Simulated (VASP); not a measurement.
# LaNb2O2 (P4/mmm) in VASP: a series of runs

The runs below take LaNb2O2 through single point, relaxation of cell and atoms, with PBE.

All numbers are computed with VASP 6.6.1; they aren't measurements. Logs are shortened: lines on timing, memory, paths and dates and some standing lists are left out, and cuts for length are marked.

## Step 1: The cell of the first run

It takes space group P4/mmm (No. 123, tetragonal). Conventional cell: a = 3.804 Å, b = 3.804 Å, c = 5.467 Å, α = 90.00°, β = 90.00°, γ = 90.00°. Within 4.1 Å of La (site symmetry 4/mmm) lie 8 O at 3.08 Å and 8 Nb at 3.33 Å and 4 La at 3.80 Å. Nb (site symmetry mmm) has 4 O at 2.27 Å and 4 Nb at 2.69 Å within 3.0 Å. O (site symmetry 4mm) has 4 Nb at 2.27 Å and 1 O at 2.46 Å within 3.0 Å.

## Step 2: Single point, PBE

File INCAR:

```
SYSTEM = LaNb2O2
PREC     = Accurate       ! precision mode
ENCUT    = 520            ! plane-wave cutoff, eV
EDIFF    = 1E-7           ! SCF threshold, eV
ISMEAR   = 0              ! smearing method
SIGMA    = 0.1            ! smearing width, eV
LREAL    = .False.        ! projectors in reciprocal space
LASPH    = .True.         ! aspherical terms in the spheres
NELM     = 60             ! most SCF steps
ALGO     = Normal         ! electronic algorithm
ISIF     = 2              ! what is computed and relaxed
LWAVE    = .False.        ! write WAVECAR
LCHARG   = .False.        ! write CHGCAR
GGA      = PE             ! functional
NBANDS   = 32             ! bands
```

File KPOINTS:

```
Automatic mesh
0
Gamma
  4 4 4
  0 0 0
```

File POSCAR:

```
LaNb2O2
1.0
    3.8043336706      0.0000000000      0.0000000000
    0.0000000000      3.8043336706      0.0000000000
    0.0000000000      0.0000000000      5.4668463194
La Nb O
1 2 2
Direct
    0.0000000000      0.0000000000      0.0000000000
    0.0000000000      0.5000000000      0.5000000000
    0.5000000000      0.0000000000      0.5000000000
    0.5000000000      0.5000000000      0.2748574865
    0.5000000000      0.5000000000      0.7251425135
```

Potentials or basis: VASP PAW PBE potentials, release 64 (La, Nb_sv, O).

The run is started by

```
> cat potpaw_PBE.64/La/POTCAR potpaw_PBE.64/Nb_sv/POTCAR potpaw_PBE.64/O/POTCAR > POTCAR
> mpirun -np 1 vasp_std > vasp.out
```

OUTCAR:

```text
SYSTEM = LaNb2O2
   PREC = Accurate
   ENCUT = 520
   EDIFF = 1E-7
   ISMEAR = 0
   LREAL = .False.
   LASPH = .True.
   NELM = 60
   ISIF = 2
   GGA = PE

 ion  position               nearest neighbor table
   1  0.000  0.000  0.000-   2 3.33   3 3.33   2 3.33   3 3.33   2 3.33   2 3.33   3 3.33   3 3.33

   2  0.000  0.500  0.500-   4 2.27   5 2.27   4 2.27   5 2.27   3 2.69   3 2.69   3 2.69   3 2.69
                             1 3.33   1 3.33   1 3.33   1 3.33
   3  0.500  0.000  0.500-   4 2.27   5 2.27   4 2.27   5 2.27   2 2.69   2 2.69   2 2.69   2 2.69
                             1 3.33   1 3.33   1 3.33   1 3.33
   4  0.500  0.500  0.275-   2 2.27   3 2.27   3 2.27   2 2.27
   5  0.500  0.500  0.725-   2 2.27   3 2.27   3 2.27   2 2.27

  LATTYP: Found a simple tetragonal cell.
 ALAT       =     3.8043336706
 C/A-ratio  =     1.4370049509

  Lattice vectors:

 A1 = (   3.8043336706,   0.0000000000,   0.0000000000)
 A2 = (   0.0000000000,   3.8043336706,   0.0000000000)
 A3 = (   0.0000000000,   0.0000000000,   5.4668463194)

Analysis of symmetry for initial positions (statically):
=====================================================================
 Subroutine PRICEL returns:
 Original cell was already a primitive cell.

 Routine SETGRP: Setting up the symmetry group for a
 simple tetragonal supercell.

 Subroutine GETGRP returns: Found 16 space group operations
 (whereof 16 operations were pure point group operations)
 out of a pool of 16 trial point group operations.

The static configuration has the point symmetry D_4h.

Analysis of symmetry for dynamics (positions and initial velocities):
=====================================================================
 Subroutine PRICEL returns:
 Original cell was already a primitive cell.

 Routine SETGRP: Setting up the symmetry group for a
 simple tetragonal supercell.

 Subroutine GETGRP returns: Found 16 space group operations
 (whereof 16 operations were pure point group operations)
 out of a pool of 16 trial point group operations.

The dynamic configuration has the point symmetry D_4h.

 Subroutine INISYM returns: Found 16 space group operations
 (whereof 16 operations are pure point group operations),
 and found     1 'primitive' translations

----------------------------------------------------------------------------------------

                                     Primitive cell

  volume of cell :      79.1214

  direct lattice vectors                    reciprocal lattice vectors
     3.804333671  0.000000000  0.000000000     0.262858121  0.000000000  0.000000000
     0.000000000  3.804333671  0.000000000     0.000000000  0.262858121  0.000000000
     0.000000000  0.000000000  5.466846319     0.000000000  0.000000000  0.182920818

  length of vectors
     3.804333671  3.804333671  5.466846319     0.262858121  0.262858121  0.182920818

  position of ions in fractional coordinates (direct lattice)
     0.000000000  0.000000000  0.000000000
     0.000000000  0.500000000  0.500000000
     0.500000000  0.000000000  0.500000000
     0.500000000  0.500000000  0.274857486
     0.500000000  0.500000000  0.725142514

  ion indices of the primitive-cell ions
   primitive index   ion index
                 1           1
                 2           2
                 3           3
                 4           4
                 5           5

----------------------------------------------------------------------------------------

 KPOINTS: Automatic mesh

Automatic generation of k-mesh.
 Grid dimensions read from file:
 generate k-points for:    4    4    4

 Generating k-lattice:

  Cartesian coordinates                     Fractional coordinates (reciprocal lattice)
     0.065714530  0.000000000  0.000000000     0.250000000  0.000000000  0.000000000
     0.000000000  0.065714530  0.000000000     0.000000000  0.250000000  0.000000000
     0.000000000  0.000000000  0.045730204     0.000000000  0.000000000  0.250000000

  Length of vectors
     0.065714530  0.065714530  0.045730204

[... 54 lines left out ...]

 k-point     2 :       0.2500    0.0000    0.0000
  band No.  band energies     occupation
      1     -44.5348      2.00000
      2     -44.2385      2.00000
      3     -22.3015      2.00000
      4     -21.0967      2.00000
      5     -21.0427      2.00000
      6     -20.7792      2.00000
[... 24 lines left out ...]
     31      12.6839      0.00000
     32      12.6886      0.00000

 k-point     3 :       0.5000    0.0000    0.0000
  band No.  band energies     occupation
      1     -44.3876      2.00000
      2     -44.3855      2.00000
      3     -22.2756      2.00000
      4     -20.8667      2.00000
      5     -20.7134      2.00000
      6     -20.6096      2.00000
[... 24 lines left out ...]
     31      12.5988      0.00000
     32      12.7007      0.00000

 k-point     4 :       0.2500    0.2500    0.0000
  band No.  band energies     occupation
      1     -44.4900      2.00000
      2     -44.2804      2.00000
      3     -22.2794      2.00000
      4     -21.4314      2.00000
      5     -20.7184      2.00000
      6     -20.6595      2.00000
[... 24 lines left out ...]
     31      12.4606      0.00000
     32      12.6463      0.00000

 k-point     5 :       0.5000    0.2500    0.0000
  band No.  band energies     occupation
      1     -44.3843      2.00000
      2     -44.3832      2.00000
      3     -22.2575      2.00000
      4     -21.4996      2.00000
      5     -21.0012      2.00000
      6     -20.5911      2.00000
[... 374 lines left out ...]
     31      12.4091      0.00000
     32      12.7142      0.00000

 k-point    16 :       0.2500    0.2500    0.5000
  band No.  band energies     occupation
      1     -44.4900      2.00000
      2     -44.2804      2.00000
      3     -22.2903      2.00000
      4     -21.4348      2.00000
      5     -20.6893      2.00000
      6     -20.6709      2.00000
[... 24 lines left out ...]
     31      12.6099      0.00000
     32      12.7756      0.00000

 k-point    17 :       0.5000    0.2500    0.5000
  band No.  band energies     occupation
      1     -44.3843      2.00000
      2     -44.3832      2.00000
      3     -22.2497      2.00000
      4     -21.4992      2.00000
      5     -21.0251      2.00000
      6     -20.5936      2.00000
[... 24 lines left out ...]
     31      12.5972      0.00000
     32      12.6081      0.00000

 k-point    18 :       0.5000    0.5000    0.5000
  band No.  band energies     occupation
      1     -44.3810      2.00000
      2     -44.3810      2.00000
      3     -22.2120      2.00000
      4     -21.7924      2.00000
      5     -21.2691      2.00000
      6     -20.5747      2.00000
[... 24 lines left out ...]
     31      12.5885      0.00000
     32      12.6087      0.00000

------------------------ aborting loop because EDIFF is reached ----------------------------------------

  FORCE on cell =-STRESS in cart. coord.  units (eV):
  Direction    XX          YY          ZZ          XY          YZ          ZX
  --------------------------------------------------------------------------------------
  -------------------------------------------------------------------------------------
  Total       -0.0408674     -0.0408674     -0.0826584      0.0000000      0.0000000     -0.0000000
  in kB       -0.8275485     -0.8275485     -1.6737990      0.0000000      0.0000000     -0.0000000
  external PRESSURE =      -1.1096320 kB  Pullay stress =       0.0000000 kB

 VOLUME and BASIS-vectors are now :
 -----------------------------------------------------------------------------
  energy-cutoff  :      520.00
  volume of cell :       79.12
      direct lattice vectors                 reciprocal lattice vectors
     3.804333671  0.000000000  0.000000000     0.262858121  0.000000000  0.000000000
     0.000000000  3.804333671  0.000000000     0.000000000  0.262858121  0.000000000
     0.000000000  0.000000000  5.466846319     0.000000000  0.000000000  0.182920818

 POSITION                                       TOTAL-FORCE (eV/Angst)
 -----------------------------------------------------------------------------------
      0.00000      0.00000      0.00000         0.000000      0.000000      0.000000
      0.00000      1.90217      2.73342         0.000000      0.000000      0.000000
      1.90217      0.00000      2.73342         0.000000      0.000000      0.000000
      1.90217      1.90217      1.50260        -0.000000      0.000000     -0.036018
      1.90217      1.90217      3.96424         0.000000     -0.000000      0.036018
 -----------------------------------------------------------------------------------
    total drift:                                0.000000      0.000000      0.000000

  FREE ENERGIE OF THE ION-ELECTRON SYSTEM (eV)
  ---------------------------------------------------
  free  energy   TOTEN  =       -41.1591642546 eV

  energy  without entropy=      -41.1367792288  energy(sigma->0) =      -41.14797174
```

Run time: 79 s. Hardware: 1 thread of Intel Xeon Platinum 8259CL at 2.50GHz (Skylake/Cascade Lake), shared host; peak memory 0.21 GiB.

Results:

```yaml
Free_energy: -41.1592 eV
Pressure: -0.1 GPa
Largest_force: 0.036 eV/Å
```

Forces in eV/Å, atoms in the order of the input:
```
La   0.000  0.000  0.000
Nb   0.000  0.000  0.000
Nb   0.000  0.000  0.000
O    0.000  0.000 -0.036
O    0.000  0.000  0.036
```

Stress tensor (GPa, compression positive):
```
-0.08  0.00  0.00
 0.00 -0.08  0.00
 0.00  0.00 -0.17
```

Levels at points of the mesh, in eV from the Fermi level:
| k point | band 21 | band 22 | band 23 | band 24 | band 25 | band 26 | band 27 | band 28 |
| --- | --- | --- | --- | --- | --- | --- | --- | --- |
| (0.00, 0.00, 0.00) | -3.32 | -3.08 | -1.68 | -0.65 | 0.35 | 0.35 | 0.83 | 1.64 |
| (0.50, 0.00, 0.00) | -2.61 | -0.94 | -0.84 | -0.14 | 0.17 | 0.24 | 0.51 | 1.04 |
| (0.50, 0.50, 0.00) | -2.15 | -1.62 | -1.62 | -0.27 | 0.47 | 0.47 | 1.48 | 1.88 |
| (0.00, 0.00, 0.50) | -4.11 | -3.31 | -0.63 | 0.30 | 0.40 | 0.62 | 0.62 | 0.82 |
| (0.50, 0.00, 0.50) | -1.65 | -1.30 | -0.97 | -0.39 | -0.04 | 0.08 | 1.02 | 1.15 |
| (0.50, 0.50, 0.50) | -3.55 | -1.81 | -1.81 | -0.39 | -0.39 | 0.87 | 1.57 | 1.82 |

Caveat: the k points lie up to 0.41 Å⁻¹ apart; spin-orbit coupling is left out, which moves the levels of the heavy elements; an odd number of electrons without spin polarisation forces a metal; a magnetic or distorted state may lie lower.

## Step 3: Single point, PBE

This run uses another cell than the first one, of 17.85 Å³/atom, 1.128 times its volume.

File INCAR:

```
SYSTEM = LaNb2O2
  ALGO = Normal
  EDIFF = 1E-7
  ENCUT = 520
  GGA = PE
  ISIF = 2
  ISMEAR = 0
  LASPH = .TRUE.
  LCHARG = .FALSE.
  LREAL = .FALSE.
  LWAVE = .FALSE.
  NBANDS = 32
  NELM = 80
  PREC = Accurate
  SIGMA = 0.1
```

File KPOINTS:

```
k-points
0
G
  4 4 4
  0 0 0
```

File POSCAR:

```
LaNb2O2
1.0
    4.0373881200      0.0000000000      0.0000000000
    0.0000000000      4.0373881200      0.0000000000
    0.0000000000      0.0000000000      5.4765981100
La Nb O
1 2 2
Direct
    0.0000000000      0.0000000000      0.0000000000
    0.0000000000      0.5000000000      0.5000000000
    0.5000000000      0.0000000000      0.5000000000
    0.5000000000      0.5000000000      0.2399999900
    0.5000000000      0.5000000000      0.7600000100
```

Potentials or basis: VASP PAW PBE potentials, release 64 (La, Nb_sv, O).

The run is started by

```
> cat potpaw_PBE.64/La/POTCAR potpaw_PBE.64/Nb_sv/POTCAR potpaw_PBE.64/O/POTCAR > POTCAR
> mpirun -np 1 vasp_std > vasp.out
```

It took 66 s on 1 thread of Intel Xeon Platinum 8259CL at 2.50GHz (Skylake/Cascade Lake), shared host; peak memory 0.22 GiB.

Results (log left out):

| Property | Result |
| --- | --- |
| Free energy | -39.9146 eV |
| Pressure | -16.9 GPa |
| Largest force | 2.379 eV/Å |

Forces in eV/Å, atoms in the order of the input:
```
La   0.000  0.000  0.000
Nb   0.000  0.000  0.000
Nb   0.000  0.000  0.000
O    0.000  0.000  2.379
O    0.000  0.000 -2.379
```

Stress tensor (GPa, compression positive):
```
-20.45   0.00   0.00
  0.00 -20.45   0.00
  0.00   0.00  -9.72
```

Levels at points of the mesh, in eV from the Fermi level:
| k point | band 20 | band 21 | band 22 | band 23 | band 24 | band 25 | band 26 | band 27 | band 28 | band 29 |
| --- | --- | --- | --- | --- | --- | --- | --- | --- | --- | --- |
| (0.00, 0.00, 0.00) | -4.10 | -2.61 | -2.20 | -1.39 | -0.83 | 0.15 | 0.15 | 0.70 | 1.66 | 1.87 |
| (0.50, 0.00, 0.00) | -2.57 | -2.37 | -0.77 | -0.46 | -0.18 | 0.10 | 0.25 | 0.44 | 0.69 | 1.10 |
| (0.50, 0.50, 0.00) | -2.93 | -1.56 | -1.47 | -1.47 | -0.44 | 0.53 | 0.53 | 1.20 | 1.70 | 1.85 |
| (0.00, 0.00, 0.50) | -4.02 | -3.50 | -2.60 | -0.18 | 0.10 | 0.32 | 0.41 | 0.41 | 0.78 | 1.85 |
| (0.50, 0.00, 0.50) | -4.06 | -1.48 | -1.07 | -1.05 | -0.45 | 0.05 | 0.27 | 0.78 | 1.22 | 1.39 |
| (0.50, 0.50, 0.50) | -3.52 | -2.85 | -1.43 | -1.43 | -0.17 | -0.17 | 0.53 | 1.36 | 1.79 | 1.79 |

Caveat: the k points lie up to 0.39 Å⁻¹ apart; spin-orbit coupling is left out, which moves the levels of the heavy elements; an odd number of electrons without spin polarisation forces a metal; a magnetic or distorted state may lie lower.

## Step 4: Relaxation of cell and atoms, PBE

This run uses another cell than the first one, of 17.85 Å³/atom, 1.128 times its volume.

File INCAR:

```
SYSTEM = LaNb2O2
ALGO     = Normal         ! electronic algorithm
EDIFF    = 1E-7           ! SCF threshold, eV
EDIFFG   = -0.04          ! ionic threshold
ENCUT    = 600            ! plane-wave cutoff, eV
GGA      = PE             ! functional
IBRION   = 2              ! ionic algorithm
ISIF     = 3              ! what is computed and relaxed
ISMEAR   = 0              ! smearing method
LASPH    = .TRUE.         ! aspherical terms in the spheres
LCHARG   = .FALSE.        ! write CHGCAR
LREAL    = .FALSE.        ! projectors in reciprocal space
LWAVE    = .FALSE.        ! write WAVECAR
NELM     = 80             ! most SCF steps
NSW      = 90             ! ionic steps
PREC     = Accurate       ! precision mode
SIGMA    = 0.1            ! smearing width, eV
```

KPOINTS is that of step 3.

POSCAR is that of step 3.

The run is started by

```
> cat potpaw_PBE.64/La/POTCAR potpaw_PBE.64/Nb_sv/POTCAR potpaw_PBE.64/O/POTCAR > POTCAR
> mpirun -np 1 vasp_std > vasp.out
```

Run time: 9.6 min. Hardware: 1 thread of Intel Xeon Platinum 8259CL at 2.50GHz (Skylake/Cascade Lake), shared host; peak memory 0.27 GiB.

It converged, with:

| Quantity | Value |
| --- | --- |
| Free energy | -41.1780 eV |
| Relaxed volume | 15.78 Å³/atom |
| Relaxed cell | a = 3.801 Å, b = 3.801 Å, c = 5.461 Å, α = 90.00°, β = 90.00°, γ = 90.00° |
| Space group after relaxing (to 0.05 Å) | P4/mmm (No. 123) |
| Energy gained by relaxing | 252.1 meV/atom |
| Ionic steps | 9 |
| Pressure after relaxing | 0.0 GPa |
| Largest force after relaxing | 0.021 eV/Å |

Forces on the atoms (eV/Å):
```
La   0.000  0.000  0.000
Nb   0.000  0.000  0.000
Nb   0.000  0.000  0.000
O    0.000  0.000  0.021
O    0.000  0.000 -0.021
```

Stress tensor (GPa, compression positive):
```
 0.05  0.00  0.00
 0.00  0.05  0.00
 0.00  0.00 -0.24
```

Step by step:
| step | energy change (eV) | largest force (eV/Å) | pressure (GPa) | volume (Å³) |
| --- | --- | --- | --- | --- |
| 1 | 0.0000 | 2.3798 | -16.91 | 89.27 |
| 2 | -0.3555 | 0.6461 | 29.09 | 66.98 |
| 3 | -1.1034 | 1.1648 | 1.51 | 75.78 |
| 4 | -1.1041 | 1.1229 | 2.13 | 75.49 |
| 5 | -1.2141 | 0.5746 | 1.50 | 76.75 |
| 6 | -1.2571 | 0.0026 | 1.25 | 78.09 |
| 7 | -1.2575 | 0.0561 | 1.25 | 78.22 |
| 8 | -1.2545 | 0.1296 | -1.77 | 79.85 |
| 9 | -1.2605 | 0.0214 | -0.05 | 78.88 |

Final structure:
```cif
data_structure
_symmetry_space_group_name_H-M 'P 1'
_symmetry_Int_Tables_number 1
_cell_length_a 3.8007
_cell_length_b 3.8007
_cell_length_c 5.4610
_cell_angle_alpha 90.000
_cell_angle_beta 90.000
_cell_angle_gamma 90.000
_cell_volume 78.88
loop_
_atom_site_label
_atom_site_type_symbol
_atom_site_fract_x
_atom_site_fract_y
_atom_site_fract_z
_atom_site_occupancy
La1 La 0.00000 0.00000 0.00000 1
Nb1 Nb 0.00000 0.50000 0.50000 1
Nb2 Nb 0.50000 0.00000 0.50000 1
O1 O 0.50000 0.50000 0.27381 1
O2 O 0.50000 0.50000 0.72619 1
```

Levels at points of the mesh, in eV from the Fermi level:
```
           k point  band 20  band 21  band 22  band 23  band 24  band 25  band 26  band 27  band 28  band 29
(0.00, 0.00, 0.00)    -4.81    -3.33    -3.10    -1.69    -0.66     0.35     0.35     0.83     1.64     1.92
(0.50, 0.00, 0.00)    -3.51    -2.62    -0.93    -0.85    -0.14     0.17     0.23     0.52     1.04     1.34
(0.50, 0.50, 0.00)    -3.73    -2.15    -1.64    -1.64    -0.27     0.48     0.48     1.48     1.89     1.94
(0.00, 0.00, 0.50)    -4.64    -4.12    -3.33    -0.63     0.29     0.40     0.61     0.61     0.82     1.67
(0.50, 0.00, 0.50)    -4.32    -1.65    -1.31    -0.98    -0.39    -0.04     0.09     1.04     1.14     1.57
(0.50, 0.50, 0.50)    -4.80    -3.57    -1.82    -1.82    -0.38    -0.38     0.87     1.57     1.82     1.82
```

Caveat: the k points lie up to 0.41 Å⁻¹ apart in the final cell; spin-orbit coupling is left out, which moves the levels of the heavy elements; an odd number of electrons without spin polarisation forces a metal; a magnetic or distorted state may lie lower.

## Step 5: Summary

| task | cell | cutoff (eV) | gap on the mesh (eV) | pressure (GPa) | largest force (eV/Å) |
| --- | --- | --- | --- | --- | --- |
| single point | a = 3.804, b = 3.804, c = 5.467 Å, 5 atoms | 520 | none | -0.1 | 0.04 |
| single point | a = 4.037, b = 4.037, c = 5.477 Å, 5 atoms | 520 | none | -16.9 | 2.38 |
| relaxation of cell and atoms | relaxed from a = 4.037, b = 4.037, c = 5.477 Å, 5 atoms | 600 | none | 0.0 | 0.02 |

Alike in all rows: level PBE; potentials or basis VASP PAW PBE potentials, release 64 (La, Nb_sv, O); no spin polarisation; k mesh 4 × 4 × 4; smearing gaussian 0.1 eV.

Caveats: all runs use coarse meshes; spin-orbit coupling is left out, which moves the levels of the heavy elements; an odd number of electrons without spin polarisation forces a metal; a magnetic or distorted state may lie lower.

Total energies depend on the potentials used, so only differences within one code and one set of settings carry meaning.
